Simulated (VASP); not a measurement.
# GaAs (F-43m) in VASP: notebook

The runs below take GaAs through single point, with BHLYP, r2SCAN50, PBEsol.

All numbers are computed with VASP 6.6.1; they aren't measurements. Logs are shortened: lines on timing, memory, paths and dates and some standing lists are left out, and cuts for length are marked.

**Experimental background.**

From “Evidence of valence band perturbations in GaAsN/GaAs(001): A combined variable-angle spectroscopic ellipsometry and modulated photoreflectance investigation”, 2008, arxiv:0805.2212, for a bulk crystal of GaAs at 300 K: band gap 1.412 ± 0.01 eV (direct).

The runs below are set against these values where they give the same quantity.

### Step 1. The cell of the first run

It takes space group F-43m (No. 216, cubic). Conventional cell: a = 5.765 Å, b = 5.765 Å, c = 5.765 Å, α = 90.00°, β = 90.00°, γ = 90.00°. Within 3.3 Å of As (site symmetry -43m) lie 4 Ga at 2.50 Å. Ga (site symmetry -43m) has 4 As at 2.50 Å within 3.3 Å.

### Step 2. Single point, BHLYP

The input, POSCAR:

```
GaAs
1.0
    0.0000000000      2.8822925071      2.8822925071
    2.8822925071      0.0000000000      2.8822925071
    2.8822925071      2.8822925071      0.0000000000
As Ga
1 1
Direct
    0.7500000000      0.7500000000      0.7500000000
    0.0000000000      0.0000000000      0.0000000000
```

The input, INCAR.step1:

```
SYSTEM = GaAs
PREC = Accurate
ENCUT = 400
EDIFF = 1E-5
ISMEAR = -1
SIGMA = 0.05
LREAL = .FALSE.
LASPH = .TRUE.
NELM = 120
ALGO = Normal
ISIF = 2
LWAVE = .TRUE.
NBANDS = 21
GGA = PE
GGA_COMPAT = .FALSE.
```

The input, INCAR.step2:

```
SYSTEM = GaAs
PREC = Accurate
ENCUT = 400
EDIFF = 1E-6
ISMEAR = -1
SIGMA = 0.05
LREAL = .FALSE.
LASPH = .TRUE.
NELM = 120
ALGO = Normal
ISIF = 2
LWAVE = .FALSE.
LCHARG = .TRUE.
GGA = B5
LHFCALC = .TRUE.
AEXX = 0.5
ALDAX = 0.5
AGGAX = 0.5
AGGAC = 1.0
ALDAC = 0.0
PRECFOCK = Normal
LELF = .TRUE.
LVHAR = .TRUE.
NBANDS = 21
ISTART = 1
GGA_COMPAT = .FALSE.
```

The input, KPOINTS:

```
Automatic mesh
0
G
  4 4 4
  0 0 0
```

Potentials or basis: VASP PAW PBE potentials, release 64 (As_d, Ga_d).

Run with:

```sh
cat potpaw_PBE.64/As_d/POTCAR potpaw_PBE.64/Ga_d/POTCAR > POTCAR
cp INCAR.step1 INCAR
mpirun -np 1 vasp_std > vasp.out
cp INCAR.step2 INCAR
mpirun -np 1 vasp_std > vasp.out
```

OUTCAR:

```text
SYSTEM = GaAs
   PREC = Accurate
   ENCUT = 400
   EDIFF = 1E-6
   ISMEAR = -1
   LREAL = .FALSE.
   LASPH = .TRUE.
   NELM = 120
   ISIF = 2
   GGA = B5
   LHFCALC = .TRUE.
   AEXX = 0.5
   PRECFOCK = Normal
   ISTART = 1

 ion  position               nearest neighbor table
   1  0.750  0.750  0.750-   2 2.50   2 2.50   2 2.50   2 2.50
   2  0.000  0.000  0.000-   1 2.50   1 2.50   1 2.50   1 2.50

  LATTYP: Found a face centered cubic cell.
 ALAT       =     5.7645850142

  Lattice vectors:

 A1 = (   0.0000000000,   2.8822925071,   2.8822925071)
 A2 = (   2.8822925071,   0.0000000000,   2.8822925071)
 A3 = (   2.8822925071,   2.8822925071,   0.0000000000)

Analysis of symmetry for initial positions (statically):
=====================================================================
 Subroutine PRICEL returns:
 Original cell was already a primitive cell.

 Routine SETGRP: Setting up the symmetry group for a
 face centered cubic supercell.

 Subroutine GETGRP returns: Found 24 space group operations
 (whereof 24 operations were pure point group operations)
 out of a pool of 48 trial point group operations.

The static configuration has the point symmetry T_d .

Analysis of symmetry for dynamics (positions and initial velocities):
=====================================================================
 Subroutine PRICEL returns:
 Original cell was already a primitive cell.

 Routine SETGRP: Setting up the symmetry group for a
 face centered cubic supercell.

 Subroutine GETGRP returns: Found 24 space group operations
 (whereof 24 operations were pure point group operations)
 out of a pool of 48 trial point group operations.

The dynamic configuration has the point symmetry T_d .

 Subroutine INISYM returns: Found 24 space group operations
 (whereof 24 operations are pure point group operations),
 and found     1 'primitive' translations

----------------------------------------------------------------------------------------

                                     Primitive cell

  volume of cell :      47.8899

  direct lattice vectors                    reciprocal lattice vectors
     0.000000000  2.882292507  2.882292507    -0.173473025  0.173473025  0.173473025
     2.882292507  0.000000000  2.882292507     0.173473025 -0.173473025  0.173473025
     2.882292507  2.882292507  0.000000000     0.173473025  0.173473025 -0.173473025

  length of vectors
     4.076177154  4.076177154  4.076177154     0.300464093  0.300464093  0.300464093

  position of ions in fractional coordinates (direct lattice)
     0.750000000  0.750000000  0.750000000
     0.000000000  0.000000000  0.000000000

  ion indices of the primitive-cell ions
   primitive index   ion index
                 1           1
                 2           2

----------------------------------------------------------------------------------------

 KPOINTS: Automatic mesh

Automatic generation of k-mesh.
 Grid dimensions read from file:
 generate k-points for:    4    4    4

 Generating k-lattice:

  Cartesian coordinates                     Fractional coordinates (reciprocal lattice)
    -0.043368256  0.043368256  0.043368256     0.250000000  0.000000000  0.000000000
     0.043368256 -0.043368256  0.043368256     0.000000000  0.250000000  0.000000000
     0.043368256  0.043368256 -0.043368256     0.000000000  0.000000000  0.250000000

  Length of vectors
     0.075116023  0.075116023  0.075116023

  Shift w.r.t. Gamma in fractional coordinates (k-lattice)
     0.000000000  0.000000000  0.000000000

 Subroutine IBZKPT returns following result:
 ===========================================

 Found      8 irreducible k-points:

 Following reciprocal coordinates:
            Coordinates               Weight
  0.000000  0.000000  0.000000      1.000000
  0.250000  0.000000  0.000000      8.000000
  0.500000  0.000000  0.000000      4.000000
  0.250000  0.250000  0.000000      6.000000
  0.500000  0.250000  0.000000     24.000000
 -0.250000  0.250000  0.000000     12.000000
  0.500000  0.500000  0.000000      3.000000
 -0.250000  0.500000  0.250000      6.000000
   k-points           NKPTS =      8   k-points in BZ     NKDIM =     64   number of bands    NBANDS=     21
   number of dos      NEDOS =    301   number of ions     NIONS =      2
   total plane-waves  NPLWV =  21952
   dimension x,y,z NGX =    28 NGY =   28 NGZ =   28
   dimension x,y,z NGXF=    56 NGYF=   56 NGZF=   56
   ions per type =               1   1
   NGX,Y,Z   is equivalent  to a cutoff of  11.42, 11.42, 11.42 a.u.
   NGXF,Y,Z  is equivalent  to a cutoff of  22.84, 22.84, 22.84 a.u.
 SYSTEM =  GaAs
   PREC   = accura    normal or accurate (medium, high low for compatibility)
   ISTART =      1    job   : 0-new  1-cont  2-samecut
   ICHARG =      0    charge: 1-file 2-atom 10-const
   ISPIN  =      1    spin polarized calculation?
   LNONCOLLINEAR =      F non collinear calculations
   LSORBIT =      F    spin-orbit coupling
   LASPH  =      T    aspherical Exc in radial PAW
   ENCUT  =  400.0 eV  29.40 Ry    5.42 a.u.   6.65  6.65  6.65*2*pi/ulx,y,z
   NELM   =    120;   NELMIN=  2; NELMDL=  0     # of ELM steps
   EDIFF  = 0.1E-05   stopping-criterion for ELM
   LREAL  =      F    real-space projection
   EDIFFG = 0.1E-04   stopping-criterion for IOM
   NSW    =      0    number of steps for IOM
   IBRION =     -1    ionic relax: 0-MD 1-quasi-New 2-CG
   NFREE  =      0    steps in history (QN), initial steepest desc. (CG)
   ISIF   =      2    stress and relaxation
   ISYM   =      3    0-nonsym 1-usesym 2-fastsym
   POTIM  = 0.5000    time-step for ionic-motion
   TEBEG  =    0.0;   TEEND  =   0.0 temperature during run
   PSTRESS=    0.0 pullay stress
   NELECT =      28.0000    total number of electrons
   NUPDOWN=      -1.0000    fix difference up-down
   EMIN   =  10.00;   EMAX   =-10.00  energy-range for DOS
   EFERMI =   0.00;   METHOD = LEGACY
   ISMEAR =    -1;   SIGMA  =   0.05  broadening in eV -4-tet -1-fermi 0-gaus
   EFERMI_NEDOS =   21; number of points for ismear=-14 and -15
   IALGO  =     38    algorithm
   IMIX   =      1    mixing-type and parameters
     AMIX     =   0.40;   BMIX     =  1.00
     AMIX_MAG =   1.60;   BMIX_MAG =  1.00
  volume/ion in A,a.u.               =      23.94       161.59
  Fermi-wavevector in a.u.,A,eV,Ry     =   1.368924  2.586892 25.496691  1.873954
  Thomas-Fermi vector in A             =   2.494845
   LORBIT       =      0    0 simple, 1 ext, 2 COOP (PROOUT), +10 PAW based schemes
   GGA     = B5    functional components
   LHFCALC =     T    Hartree Fock is set to
   PRECFOCK=normal    Normal, Fast or Accurate (Low or Medium for compatibility)
   ENCUT4O =  -1.0   cutoff for four orbital integrals eV
   NKREDX  =     1    reduce k-point grid by
   NKREDY  =     1    reduce k-point grid by
   NKREDZ  =     1    reduce k-point grid by
   AEXX    =    0.5000 exact exchange contribution
   HFSCREEN=    0.0000 screening length (either q_TF or 0.3 A-1)
   HFSCREENC=   0.0000 screening length for correlation (either q_TF or 0.3 A-1)
   ENCUTFOCK=  -1.0 apply spherical cutoff to Coloumb kernel
   IVDW    =     0    specifies the selected vdW correction
   LEPSILON=     F    determine dielectric tensor
   LRPA    =     F    only Hartree local field effects (RPA)
 non-spin polarized calculation
  energy-cutoff  :      400.00
  volume of cell :       47.89
 maximum number of plane-waves:       893
 NGX is ok and might be reduce to    28
  NGX = 20; NGY = 20; NGZ = 20

 number of electron      28.0000010 magnetization

 Free energy of the ion-electron system (eV)
  ---------------------------------------------------
  ext. energy  EPLUGINS =         0.00000000
  ---------------------------------------------------
  free energy    TOTEN  =       -12.07993034 eV

  energy without entropy =      -12.07993034  energy(sigma->0) =      -12.07993034

 E-fermi :   2.6416     XC(G=0):  -5.0659

 val. band max:        1.4609085482   @ k =   0.0000   0.0000   0.0000
 cond. band min:       4.7142966359   @ k =   0.0000   0.0000   0.0000
 fundamental gap:      3.2533880876
 Fermi energy:         2.6416165377

 k-point     1 :       0.0000    0.0000    0.0000
  band No.  band energies     occupation
      1     -40.5051      2.00000
      2     -40.5051      2.00000
      3     -40.5051      2.00000
      4     -40.4937      2.00000
      5     -40.4937      2.00000
      6     -18.5876      2.00000
[... 13 lines left out ...]
     20      15.1690      0.00000
     21      15.1690      0.00000

 k-point     2 :       0.2500    0.0000    0.0000
  band No.  band energies     occupation
      1     -40.5048      2.00000
      2     -40.5048      2.00000
      3     -40.5048      2.00000
      4     -40.4936      2.00000
      5     -40.4936      2.00000
      6     -18.6018      2.00000
[... 13 lines left out ...]
     20      13.9778      0.00000
     21      13.9778      0.00000

 k-point     3 :       0.5000    0.0000    0.0000
  band No.  band energies     occupation
      1     -40.5046      2.00000
      2     -40.5045      2.00000
      3     -40.5045      2.00000
      4     -40.4934      2.00000
      5     -40.4934      2.00000
      6     -18.6161      2.00000
[... 13 lines left out ...]
     20      17.0749      0.00000
     21      17.0749      0.00000

 k-point     4 :       0.2500    0.2500    0.0000
  band No.  band energies     occupation
      1     -40.5052      2.00000
      2     -40.5045      2.00000
      3     -40.5045      2.00000
      4     -40.4936      2.00000
      5     -40.4935      2.00000
      6     -18.6149      2.00000
[... 13 lines left out ...]
     20      16.2702      0.00000
     21      16.4288      0.00000

 k-point     5 :       0.5000    0.2500    0.0000
  band No.  band energies     occupation
      1     -40.5049      2.00000
      2     -40.5042      2.00000
      3     -40.5042      2.00000
      4     -40.4935      2.00000
      5     -40.4933      2.00000
      6     -18.6260      2.00000
[... 13 lines left out ...]
     20      17.2088      0.00000
     21      17.6677      0.00000

 k-point     6 :      -0.2500    0.2500    0.0000
  band No.  band energies     occupation
      1     -40.5047      2.00000
      2     -40.5045      2.00000
      3     -40.5044      2.00000
      4     -40.4935      2.00000
      5     -40.4935      2.00000
      6     -18.6169      2.00000
[... 13 lines left out ...]
     20      15.4209      0.00000
     21      17.7814      0.00000

 k-point     7 :       0.5000    0.5000    0.0000
  band No.  band energies     occupation
      1     -40.5052      2.00000
      2     -40.5038      2.00000
      3     -40.5038      2.00000
      4     -40.4936      2.00000
      5     -40.4932      2.00000
      6     -18.6394      2.00000
[... 13 lines left out ...]
     20      18.3918      0.00000
     21      18.5146      0.00000

 k-point     8 :      -0.2500    0.5000    0.2500
  band No.  band energies     occupation
      1     -40.5048      2.00000
      2     -40.5044      2.00000
      3     -40.5038      2.00000
      4     -40.4936      2.00000
      5     -40.4933      2.00000
      6     -18.6298      2.00000
[... 13 lines left out ...]
     20      17.4755      0.00000
     21      18.3943      0.00000

------------------------ aborting loop because EDIFF is reached ----------------------------------------

  FORCE on cell =-STRESS in cart. coord.  units (eV):
  Direction    XX          YY          ZZ          XY          YZ          ZX
  --------------------------------------------------------------------------------------
  -------------------------------------------------------------------------------------
  Total       -0.6664836     -0.6664836     -0.6664836     -0.0000000      0.0000000      0.0000000
  in kB      -22.2974845    -22.2974845    -22.2974845     -0.0000000      0.0000000      0.0000000
  external PRESSURE =     -22.2974845 kB  Pullay stress =       0.0000000 kB

 VOLUME and BASIS-vectors are now :
 -----------------------------------------------------------------------------
  energy-cutoff  :      400.00
  volume of cell :       47.89
      direct lattice vectors                 reciprocal lattice vectors
     0.000000000  2.882292507  2.882292507    -0.173473025  0.173473025  0.173473025
     2.882292507  0.000000000  2.882292507     0.173473025 -0.173473025  0.173473025
     2.882292507  2.882292507  0.000000000     0.173473025  0.173473025 -0.173473025

 POSITION                                       TOTAL-FORCE (eV/Angst)
 -----------------------------------------------------------------------------------
      4.32344      4.32344      4.32344        -0.000000     -0.000000     -0.000000
      0.00000      0.00000      0.00000         0.000000      0.000000      0.000000
 -----------------------------------------------------------------------------------
    total drift:                               -0.000013     -0.000008     -0.000022

  FREE ENERGIE OF THE ION-ELECTRON SYSTEM (eV)
  ---------------------------------------------------
  free  energy   TOTEN  =       -12.0799303430 eV

  energy  without entropy=      -12.0799303430  energy(sigma->0) =      -12.07993034
```

Run time: 7.2 min. Hardware: 1 thread of Intel Xeon Platinum 8488C (Sapphire Rapids), shared host; peak memory 0.16 GiB.

What came out:

* Free energy: -12.0799 eV
* Pressure: -2.2 GPa
* Band gap on the k mesh: 3.25 eV

Levels at points of the mesh, in eV from the valence-band top:
```csv
k point,band 10,band 11,band 12,band 13,band 14,band 15,band 16,band 17,band 18,band 19
"(0.00, 0.00, 0.00)",-19.97,-14.78,0.00,0.00,0.00,3.25,6.92,6.92,6.92,10.99
"(0.50, 0.00, 0.00)",-19.97,-12.90,-7.46,-1.23,-1.23,3.87,7.90,7.90,11.18,13.91
"(0.50, 0.50, 0.00)",-19.97,-12.08,-7.72,-2.90,-2.90,4.46,4.65,13.92,13.92,14.54
```

Caveat: the k points lie up to 0.47 Å⁻¹ apart; the PAW data sets were made with another functional, which shifts forces and pressure a little.

### Step 3. Single point, r2SCAN50

This run uses another cell than the first one, of 22.14 Å³/atom.

The input, POSCAR:

```
GaAs
1.0
    0.0000000000      2.8078772807      2.8078772807
    2.8078772807      0.0000000000      2.8078772807
    2.8078772807      2.8078772807      0.0000000000
As Ga
1 1
Direct
    0.7500000000      0.7500000000      0.7500000000
    0.0000000000      0.0000000000      0.0000000000
```

The input, INCAR.step1:

```
SYSTEM = GaAs
PREC = Accurate ; ENCUT = 440
EDIFF = 1E-5 ; ISMEAR = -1
SIGMA = 0.05 ; LREAL = .FALSE.
LASPH = .TRUE. ; NELM = 120
ALGO = Normal ; ISIF = 2
LWAVE = .TRUE. ; LCHARG = .FALSE.
NBANDS = 21 ; GGA = PE
GGA_COMPAT = .FALSE.
```

The input, INCAR.step2:

```
SYSTEM = GaAs
PREC = Accurate ; ENCUT = 440
EDIFF = 1E-6 ; ISMEAR = -1
SIGMA = 0.05 ; LREAL = .FALSE.
LASPH = .TRUE. ; NELM = 120
ALGO = Normal ; ISIF = 2
LWAVE = .FALSE. ; LCHARG = .FALSE.
METAGGA = R2SCAN ; LHFCALC = .TRUE.
AEXX = 0.5 ; LMIXTAU = .TRUE.
PRECFOCK = Normal ; NBANDS = 21
ISTART = 1 ; GGA_COMPAT = .FALSE.
```

The input, KPOINTS:

```
regular mesh
0
G
  4 4 4
  0 0 0
```

Potentials or basis: VASP PAW PBE potentials, release 64 (As_d, Ga_d).

Run with:

```sh
cat potpaw_PBE.64/As_d/POTCAR potpaw_PBE.64/Ga_d/POTCAR > POTCAR
cp INCAR.step1 INCAR
mpirun -np 1 vasp_std > vasp.out
cp INCAR.step2 INCAR
mpirun -np 1 vasp_std > vasp.out
```

Run time: 19 min. Hardware: 1 thread of Intel Xeon Platinum 8375C at 2.90GHz (Ice Lake), shared host; peak memory 0.17 GiB.

It converged, with:

```yaml
Free_energy: -23.3397 eV
Pressure: 0.3 GPa
Band_gap_on_the_k_mesh: 4.10 eV
```

Levels at points of the mesh, in eV from the valence-band top:
```csv
k point,band 10,band 11,band 12,band 13,band 14,band 15,band 16,band 17,band 18,band 19
"(0.00, 0.00, 0.00)",-20.25,-15.57,0.00,0.00,0.00,4.10,6.94,6.94,6.94,11.29
"(0.50, 0.00, 0.00)",-20.25,-13.38,-8.05,-1.39,-1.39,4.19,7.90,7.90,11.17,14.66
"(0.50, 0.50, 0.00)",-20.24,-12.44,-8.19,-3.29,-3.29,4.18,4.57,14.78,14.78,15.50
```

Caveat: the k points lie up to 0.48 Å⁻¹ apart; the PAW data sets were made with another functional, which shifts forces and pressure a little.

### Step 4. Single point, PBEsol

This run uses another cell than the first one, of 22.59 Å³/atom.

The input, INCAR:

```
  PREC = Accurate
  ENCUT = 500
  EDIFF = 1E-6
  ISMEAR = -1
  SIGMA = 0.01
  LREAL = False
  LASPH = True
  NELM = 120
  ALGO = Normal
  ISIF = 2
  LWAVE = False
  LCHARG = False
  GGA = PS
  NBANDS = 16
  GGA_COMPAT = False
```

The input, KPOINTS:

```
regular mesh
0
Gamma
  8 8 8
```

The input, POSCAR:

```
GaAs
1.0
    0.0000000000      2.8268500000      2.8268500000
    2.8268500000      0.0000000000      2.8268500000
    2.8268500000      2.8268500000      0.0000000000
As Ga
1 1
Direct
    0.2500000000      0.2500000000      0.2500000000
    0.0000000000      0.0000000000      0.0000000000
```

Potentials or basis: VASP PAW PBE potentials, release 64 (As, Ga_d).

Run with:

```sh
cat potpaw_PBE.64/As/POTCAR potpaw_PBE.64/Ga_d/POTCAR > POTCAR
mpirun -np 1 vasp_std > vasp.out
```

Run time: 23 s. Hardware: 1 thread of Intel Xeon Platinum 8259CL at 2.50GHz (Skylake/Cascade Lake), shared host; peak memory 0.17 GiB.

Results (log left out):

```
Free energy            : -9.0872 eV
Pressure               : 0.3 GPa
Band gap on the k mesh : 0.46 eV
```

Levels at points of the mesh, in eV from the valence-band top:
```tsv
k point	band 5	band 6	band 7	band 8	band 9	band 10	band 11	band 12	band 13	band 14
(0.00, 0.00, 0.00)	-14.70	-12.75	0.00	0.00	0.00	0.46	3.69	3.69	3.69	7.39
(0.50, 0.00, 0.00)	-14.69	-10.97	-6.68	-1.15	-1.15	0.93	4.58	4.58	7.58	10.28
(0.50, 0.50, 0.00)	-14.68	-10.23	-6.85	-2.70	-2.70	1.35	1.57	10.13	10.13	10.87
```

Caveat: semilocal functionals underestimate gaps, and a narrow one can read as zero; the PAW data sets were made with another functional, which shifts forces and pressure a little.

### Step 5. The runs side by side

```tsv
level	potentials or basis	cell	k mesh	cutoff (eV)	smearing	grid for exact exchange (PRECFOCK)	share of exact exchange	gap on the mesh (eV)	pressure (GPa)
BHLYP	VASP PAW PBE potentials, release 64 (As_d, Ga_d)	a = 4.076 Å, angles 60.0°, 2 atoms	4 × 4 × 4	400	fermi-dirac 0.05 eV	Normal	0.5	3.25	-2.2
r2SCAN50	VASP PAW PBE potentials, release 64 (As_d, Ga_d)	a = 3.971 Å, angles 60.0°, 2 atoms	4 × 4 × 4	440	fermi-dirac 0.05 eV	Normal	0.5	4.10	0.3
PBEsol	VASP PAW PBE potentials, release 64 (As, Ga_d)	a = 3.998 Å, angles 60.0°, 2 atoms	8 × 8 × 8	500	fermi-dirac 0.01 eV	-	-	0.46	0.3
```

Alike in all rows: task single point; no spin polarisation.

Caveats: some runs use coarse meshes; the PAW data sets were made with another functional, which shifts forces and pressure a little; semilocal functionals underestimate gaps, and a narrow one can read as zero (at least some runs).

Total energies depend on the potentials used, so only differences within one code and one set of settings carry meaning.

### Step 6. How close it comes

Step 4. A measured gap of GaAs is 1.412 eV (direct; 300 K; “Evidence of valence band perturbations in GaAsN/GaAs(001): A combined variable-angle spectroscopic ellipsometry and modulated photoreflectance investigation”, 2008, arxiv:0805.2212); the calculated 0.46 eV misses it by -0.96 eV. 3 values of this kind are on record (1.412 to 1.51 eV); this one was drawn at random among those near their median, those with a stated uncertainty first. Spin-orbit coupling on As, Ga is left out. The value is that of PBEsol on a finite k mesh, which can miss the band edges, without temperature or zero-point motion. Semilocal functionals fall short of measured gaps as a rule.
